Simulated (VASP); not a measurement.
# HfSi4 (P-62m) in VASP: notebook

The runs below take HfSi4 through single point, relaxation of cell and atoms, with PBE.

Everything below comes from runs of VASP 6.6.1. Logs are shortened: lines on timing, memory, paths and dates and some standing lists are left out, and cuts for length are marked.

### 1 The cell of the first run

It takes space group P-62m (No. 189, hexagonal). Conventional cell: a = 4.508 Å, b = 4.508 Å, c = 4.721 Å, α = 90.00°, β = 90.00°, γ = 120.00°. Within 2.8 Å of Hf (site symmetry -62m) lie 8 Si at 2.10 to 2.41 Å. Si (site symmetry m2m) has 2 Hf at 2.10 to 2.41 Å and 4 Si at 2.27 Å within 2.8 Å. Within 3.2 Å of Si (site symmetry -62m) lie 2 Hf at 2.36 Å and 6 Si at 3.16 Å.

The cell was built from a structure type or drawn by symmetry, and may not be a known phase.

### 2 Single point, PBE

INCAR

```
SYSTEM = HfSi4
  PREC = Accurate
  ENCUT = 520
  EDIFF = 1E-6
  ISMEAR = 0
  SIGMA = 0.1
  LREAL = .FALSE.
  LASPH = .TRUE.
  NELM = 80
  ALGO = Normal
  ISIF = 2
  LWAVE = .FALSE.
  LCHARG = .FALSE.
  GGA = PE
  NBANDS = 21
```

KPOINTS

```
Automatic mesh
0
G
  6 6 4
  0 0 0
```

POSCAR

```
HfSi4
1.0
    4.5083293400      0.0000000000      0.0000000000
   -2.2541646700      3.9043277400      0.0000000000
    0.0000000000      0.0000000000      4.7208437800
Hf Si
1 4
Direct
    0.0000000000      0.0000000000      0.5000000000
    0.4655290800      0.0000000000      0.5000000000
    0.0000000000      0.4655290800      0.5000000000
    0.5344709200      0.5344709200      0.5000000000
    0.0000000000      0.0000000000      0.0000000000
```

Potentials or basis: VASP PAW PBE potentials, release 64 (Hf_pv, Si).

Run with:

```bash
$ cat potpaw_PBE.64/Hf_pv/POTCAR potpaw_PBE.64/Si/POTCAR > POTCAR
$ mpirun -np 1 vasp_std > vasp.out
```

OUTCAR:

```text
SYSTEM = HfSi4
   PREC = Accurate
   ENCUT = 520
   EDIFF = 1E-6
   ISMEAR = 0
   LREAL = .FALSE.
   LASPH = .TRUE.
   NELM = 80
   ISIF = 2
   GGA = PE

 ion  position               nearest neighbor table
   1  0.000  0.000  0.500-   2 2.10   3 2.10   4 2.10   5 2.36   5 2.36   2 2.41   3 2.41   4 2.41

   2  0.466  0.000  0.500-   1 2.10   3 2.27   4 2.27   4 2.27   3 2.27   1 2.41
   3  0.000  0.466  0.500-   1 2.10   4 2.27   4 2.27   2 2.27   2 2.27   1 2.41
   4  0.534  0.534  0.500-   1 2.10   3 2.27   3 2.27   2 2.27   2 2.27   1 2.41
   5  0.000  0.000  0.000-   1 2.36   1 2.36

  LATTYP: Found a hexagonal cell.
 ALAT       =     4.5083293400
 C/A-ratio  =     1.0471381800

  Lattice vectors:

 A1 = (   4.5083293400,   0.0000000000,   0.0000000000)
 A2 = (  -2.2541646700,   3.9043277400,   0.0000000000)
 A3 = (   0.0000000000,   0.0000000000,   4.7208437800)

Analysis of symmetry for initial positions (statically):
=====================================================================
 Subroutine PRICEL returns:
 Original cell was already a primitive cell.

 Routine SETGRP: Setting up the symmetry group for a
 hexagonal supercell.

 Subroutine GETGRP returns: Found 12 space group operations
 (whereof 12 operations were pure point group operations)
 out of a pool of 24 trial point group operations.

The static configuration has the point symmetry D_3h.

Analysis of symmetry for dynamics (positions and initial velocities):
=====================================================================
 Subroutine PRICEL returns:
 Original cell was already a primitive cell.

 Routine SETGRP: Setting up the symmetry group for a
 hexagonal supercell.

 Subroutine GETGRP returns: Found 12 space group operations
 (whereof 12 operations were pure point group operations)
 out of a pool of 24 trial point group operations.

The dynamic configuration has the point symmetry D_3h.

 Subroutine INISYM returns: Found 12 space group operations
 (whereof 12 operations are pure point group operations),
 and found     1 'primitive' translations

----------------------------------------------------------------------------------------

                                     Primitive cell

  volume of cell :      83.0963

  direct lattice vectors                    reciprocal lattice vectors
     4.508329340  0.000000000  0.000000000     0.221811657  0.128063020  0.000000000
    -2.254164670  3.904327740  0.000000000     0.000000000  0.256126039  0.000000000
     0.000000000  0.000000000  4.720843780     0.000000000  0.000000000  0.211826539

  length of vectors
     4.508329340  4.508329343  4.720843780     0.256126039  0.256126039  0.211826539

  position of ions in fractional coordinates (direct lattice)
     0.000000000  0.000000000  0.500000000
     0.465529080  0.000000000  0.500000000
     0.000000000  0.465529080  0.500000000
     0.534470920  0.534470920  0.500000000
     0.000000000  0.000000000  0.000000000

  ion indices of the primitive-cell ions
   primitive index   ion index
                 1           1
                 2           2
                 3           3
                 4           4
                 5           5

----------------------------------------------------------------------------------------

 KPOINTS: Automatic mesh

Automatic generation of k-mesh.
 Grid dimensions read from file:
 generate k-points for:    6    6    4

 Generating k-lattice:

  Cartesian coordinates                     Fractional coordinates (reciprocal lattice)
     0.036968609  0.021343837  0.000000000     0.166666667  0.000000000  0.000000000
     0.000000000  0.042687673  0.000000000     0.000000000  0.166666667  0.000000000
     0.000000000  0.000000000  0.052956635     0.000000000  0.000000000  0.250000000

  Length of vectors
     0.042687673  0.042687673  0.052956635

  Shift w.r.t. Gamma in fractional coordinates (k-lattice)
     0.000000000  0.000000000  0.000000000

 Subroutine IBZKPT returns following result:
 ===========================================

 Found     21 irreducible k-points:

 Following reciprocal coordinates:
            Coordinates               Weight
  0.000000  0.000000  0.000000      1.000000
  0.166667  0.000000  0.000000      6.000000
  0.333333  0.000000  0.000000      6.000000
  0.500000  0.000000  0.000000      3.000000
  0.166667  0.166667  0.000000      6.000000
  0.333333  0.166667  0.000000     12.000000
[... 13 lines left out ...]
  0.333333  0.166667  0.500000     12.000000
  0.333333  0.333333  0.500000      2.000000
   k-points           NKPTS =     21   k-points in BZ     NKDIM =     21   number of bands    NBANDS=     21
   number of dos      NEDOS =    301   number of ions     NIONS =      5
   total plane-waves  NPLWV =  46656
   dimension x,y,z NGX =    36 NGY =   36 NGZ =   36
   dimension x,y,z NGXF=    72 NGYF=   72 NGZF=   72
   ions per type =               1   4
   NGX,Y,Z   is equivalent  to a cutoff of  13.28, 13.28, 12.68 a.u.
   NGXF,Y,Z  is equivalent  to a cutoff of  26.55, 26.55, 25.36 a.u.
 SYSTEM =  HfSi4
   PREC   = accura    normal or accurate (medium, high low for compatibility)
   ISTART =      0    job   : 0-new  1-cont  2-samecut
   ICHARG =      2    charge: 1-file 2-atom 10-const
   ISPIN  =      1    spin polarized calculation?
   LNONCOLLINEAR =      F non collinear calculations
   LSORBIT =      F    spin-orbit coupling
   LASPH  =      T    aspherical Exc in radial PAW
   ENCUT  =  520.0 eV  38.22 Ry    6.18 a.u.   8.38  8.38  8.78*2*pi/ulx,y,z
   NELM   =     80;   NELMIN=  2; NELMDL= -5     # of ELM steps
   EDIFF  = 0.1E-05   stopping-criterion for ELM
   LREAL  =      F    real-space projection
   EDIFFG = 0.1E-04   stopping-criterion for IOM
   NSW    =      0    number of steps for IOM
   IBRION =     -1    ionic relax: 0-MD 1-quasi-New 2-CG
   NFREE  =      0    steps in history (QN), initial steepest desc. (CG)
   ISIF   =      2    stress and relaxation
   ISYM   =      2    0-nonsym 1-usesym 2-fastsym
   POTIM  = 0.5000    time-step for ionic-motion
   TEBEG  =    0.0;   TEEND  =   0.0 temperature during run
   PSTRESS=    0.0 pullay stress
   NELECT =      26.0000    total number of electrons
   NUPDOWN=      -1.0000    fix difference up-down
   EMIN   =  10.00;   EMAX   =-10.00  energy-range for DOS
   EFERMI =   0.00;   METHOD = LEGACY
   ISMEAR =     0;   SIGMA  =   0.10  broadening in eV -4-tet -1-fermi 0-gaus
   EFERMI_NEDOS =   21; number of points for ismear=-14 and -15
   IALGO  =     38    algorithm
   IMIX   =      4    mixing-type and parameters
     AMIX     =   0.40;   BMIX     =  1.00
     AMIX_MAG =   1.60;   BMIX_MAG =  1.00
  volume/ion in A,a.u.               =      16.62       112.15
  Fermi-wavevector in a.u.,A,eV,Ry     =   1.111404  2.100250 16.806184  1.235220
  Thomas-Fermi vector in A             =   2.247967
   LORBIT       =      0    0 simple, 1 ext, 2 COOP (PROOUT), +10 PAW based schemes
   GGA     = PE    functional components
   LHFCALC =     F    Hartree Fock is set to
   AEXX    =    0.0000 exact exchange contribution
   IVDW    =     0    specifies the selected vdW correction
   LEPSILON=     F    determine dielectric tensor
   LRPA    =     F    only Hartree local field effects (RPA)
 non-spin polarized calculation
 Gauss-broadening in eV      SIGMA  =   0.10
  energy-cutoff  :      520.00
  volume of cell :       83.10
 maximum number of plane-waves:      2267
 NGX is ok and might be reduce to    36
   NGX = 17   NGY = 17   NGZ = 17

 number of electron      25.9999998 magnetization

 Free energy of the ion-electron system (eV)
  ---------------------------------------------------
  ext. energy  EPLUGINS =         0.00000000
  ---------------------------------------------------
  free energy    TOTEN  =       -22.54769080 eV

  energy without entropy =      -22.52995938  energy(sigma->0) =      -22.53882509

 E-fermi :   7.7310     XC(G=0): -10.4126

 val. band max:        7.7231422798   @ k =   0.1667   0.1667   0.5000
 cond. band min:       7.7331727793   @ k =   0.3333   0.1667   0.0000
 fundamental gap:      0.0100304994
 Fermi energy:         7.7310437735

 k-point     1 :       0.0000    0.0000    0.0000
  band No.  band energies     occupation
      1     -22.0955      2.00000
      2     -22.0955      2.00000
      3     -21.4432      2.00000
      4      -6.2186      2.00000
      5      -0.3431      2.00000
      6       0.6346      2.00000
[... 13 lines left out ...]
     20      10.6512      0.00000
     21      11.9164      0.00000

 k-point     2 :       0.1667    0.0000    0.0000
  band No.  band energies     occupation
      1     -22.1152      2.00000
      2     -22.1009      2.00000
      3     -21.4425      2.00000
      4      -5.8703      2.00000
      5      -0.9055      2.00000
      6      -0.3086      2.00000
[... 13 lines left out ...]
     20      11.6774      0.00000
     21      12.8455      0.00000

 k-point     3 :       0.3333    0.0000    0.0000
  band No.  band energies     occupation
      1     -22.1543      2.00000
      2     -22.1117      2.00000
      3     -21.4412      2.00000
      4      -4.9071      2.00000
      5      -2.2734      2.00000
      6      -0.3692      2.00000
[... 13 lines left out ...]
     20      12.8099      0.00000
     21      12.9694      0.00000
[... 385 lines left out ...]
 k-point    20 :       0.3333    0.1667    0.5000
  band No.  band energies     occupation
      1     -22.1633      2.00000
      2     -22.1260      2.00000
      3     -21.4652      2.00000
      4      -3.8566      2.00000
      5      -2.7136      2.00000
      6       0.4116      2.00000
[... 13 lines left out ...]
     20      12.6014      0.00000
     21      13.5628      0.00000

 k-point    21 :       0.3333    0.3333    0.5000
  band No.  band energies     occupation
      1     -22.1509      2.00000
      2     -22.1509      2.00000
      3     -21.4648      2.00000
      4      -3.0361      2.00000
      5      -3.0361      2.00000
      6      -0.6854      2.00000
[... 13 lines left out ...]
     20      11.5106      0.00000
     21      11.7313      0.00000

------------------------ aborting loop because EDIFF is reached ----------------------------------------

  FORCE on cell =-STRESS in cart. coord.  units (eV):
  Direction    XX          YY          ZZ          XY          YZ          ZX
  --------------------------------------------------------------------------------------
  -------------------------------------------------------------------------------------
  Total       43.7136438     43.7136439      9.8453759      0.0000000     -0.0000000      0.0000000
  in kB      842.8417917    842.8417930    189.8284726      0.0000000     -0.0000000      0.0000000
  external PRESSURE =     625.1706858 kB  Pullay stress =       0.0000000 kB

 VOLUME and BASIS-vectors are now :
 -----------------------------------------------------------------------------
  energy-cutoff  :      520.00
  volume of cell :       83.10
      direct lattice vectors                 reciprocal lattice vectors
     4.508329340  0.000000000  0.000000000     0.221811657  0.128063020  0.000000000
    -2.254164670  3.904327740  0.000000000     0.000000000  0.256126039  0.000000000
     0.000000000  0.000000000  4.720843780     0.000000000  0.000000000  0.211826539

 POSITION                                       TOTAL-FORCE (eV/Angst)
 -----------------------------------------------------------------------------------
      0.00000      0.00000      2.36042        -0.000000     -0.000000      0.000000
      2.09876      0.00000      2.36042         5.791505     -0.000000     -0.000000
     -1.04938      1.81758      2.36042        -2.895753      5.015591      0.000000
      1.20479      2.08675      2.36042        -2.895753     -5.015591      0.000000
      0.00000      0.00000      0.00000         0.000000     -0.000000      0.000000
 -----------------------------------------------------------------------------------
    total drift:                                0.000001      0.000001     -0.000001

  FREE ENERGIE OF THE ION-ELECTRON SYSTEM (eV)
  ---------------------------------------------------
  free  energy   TOTEN  =       -22.5476908004 eV

  energy  without entropy=      -22.5299593813  energy(sigma->0) =      -22.53882509
```

Wall time 50 s (1 thread of Intel Xeon 8259CL, shared host); peak memory 0.21 GiB.

Results:

```
Free energy            : -22.5477 eV
Pressure               : 62.5 GPa
Largest force          : 5.792 eV/Å
Band gap on the k mesh : zero (bands 13 and 14 overlap by 3.88 eV)
```

Forces in eV/Å, atoms in the order of the input:
```
Hf   0.000  0.000  0.000
Si   5.792  0.000  0.000
Si  -2.896  5.016  0.000
Si  -2.896 -5.016  0.000
Si   0.000  0.000  0.000
```

Caveat: the cell stands under pressure; spin-orbit coupling is left out, which moves the levels of the heavy elements; forces of over 1 eV/Å act on the atoms, so gaps and moduli don't describe the material at rest.

### 3 Relaxation of cell and atoms, PBE

INCAR

```
  PREC = Accurate
  ENCUT = 600
  EDIFF = 1E-7
  ISMEAR = 0
  SIGMA = 0.1
  LREAL = False
  LASPH = True
  NELM = 60
  ALGO = Normal
  ISIF = 3
  LWAVE = False
  LCHARG = False
  GGA = PE
  IBRION = 2
  NSW = 90
  EDIFFG = -0.04
```

KPOINTS

```
Automatic mesh
0
Gamma
  6 6 4
```

POSCAR is that of step 2.

Potentials or basis: VASP PAW PBE potentials, release 64 (Hf_pv, Si).

Run with:

```bash
$ cat potpaw_PBE.64/Hf_pv/POTCAR potpaw_PBE.64/Si/POTCAR > POTCAR
$ mpirun -np 1 vasp_std > vasp.out
```

Wall time 8.4 min (1 thread of Intel Xeon 8259CL, shared host); peak memory 0.25 GiB.

Results (log left out):

```yaml
Free_energy: -29.2536 eV
Relaxed_volume: 24.09 Å³/atom
Relaxed_cell: a = 5.191 Å, b = 5.191 Å, c = 5.160 Å, α = 90.00°, β = 90.00°, γ = 120.00°
Space_group_after_relaxing_to_0.1_Å: P6/mmm (No. 191)
Energy_gained_by_relaxing: 1341.1 meV/atom
Ionic_steps: 10
Pressure_after_relaxing: 0.1 GPa
Largest_force_after_relaxing: 0.018 eV/Å
Band_gap_on_the_k_mesh: zero (bands 13 and 14 overlap by 1.72 eV)
```

Forces in eV/Å, atoms in the order of the input:
```
Hf   0.000  0.000  0.000
Si  -0.018  0.000  0.000
Si   0.009 -0.015  0.000
Si   0.009  0.015  0.000
Si   0.000  0.000  0.000
```

Stress tensor (GPa, compression positive):
```
 0.23  0.00  0.00
 0.00  0.23  0.00
 0.00  0.00 -0.10
```

Step by step:
```csv
step,energy change (eV),largest force (eV/Å),pressure (GPa),volume (Å³)
1,0.0000,5.7914,62.52,83.10
2,-2.3068,0.1445,-9.24,183.94
3,-6.4278,0.1477,-1.03,121.36
4,-6.4928,0.0742,0.48,118.38
5,-6.5185,0.0454,2.77,114.68
6,-6.5190,0.0202,2.30,115.37
7,-6.7027,0.0405,-0.55,121.75
8,-6.7046,0.0339,-0.32,121.10
9,-6.7045,0.0351,-0.36,121.22
10,-6.7053,0.0177,0.12,120.44
```

Final structure:
```cif
data_structure
_symmetry_space_group_name_H-M 'P 1'
_symmetry_Int_Tables_number 1
_cell_length_a 5.1913
_cell_length_b 5.1913
_cell_length_c 5.1603
_cell_angle_alpha 90.000
_cell_angle_beta 90.000
_cell_angle_gamma 120.000
_cell_volume 120.44
loop_
_atom_site_label
_atom_site_type_symbol
_atom_site_fract_x
_atom_site_fract_y
_atom_site_fract_z
_atom_site_occupancy
Hf1 Hf 0.00000 0.00000 0.50000 1
Si1 Si 0.50027 0.00000 0.50000 1
Si2 Si 0.00000 0.50027 0.50000 1
Si3 Si 0.49973 0.49973 0.50000 1
Si4 Si 0.00000 0.00000 0.00000 1
```

Levels at points of the mesh, in eV from the Fermi level:
```tsv
k point	band 10	band 11	band 12	band 13	band 14	band 15	band 16	band 17
(0.00, 0.00, 0.00)	-3.03	-3.03	0.30	0.30	1.23	1.23	1.63	1.68
(0.50, 0.00, 0.00)	-2.54	-1.63	-0.58	-0.56	0.43	0.87	1.18	1.24
(0.00, 0.00, 0.50)	-2.74	-2.70	-2.03	-1.42	-1.42	1.33	1.33	1.90
(0.50, 0.00, 0.50)	-2.51	-2.27	-2.06	-0.77	0.91	0.95	1.66	2.26
```

Caveat: the volume moved by over 15 % at a fixed basis, so the end points are rough; spin-orbit coupling is left out, which moves the levels of the heavy elements.
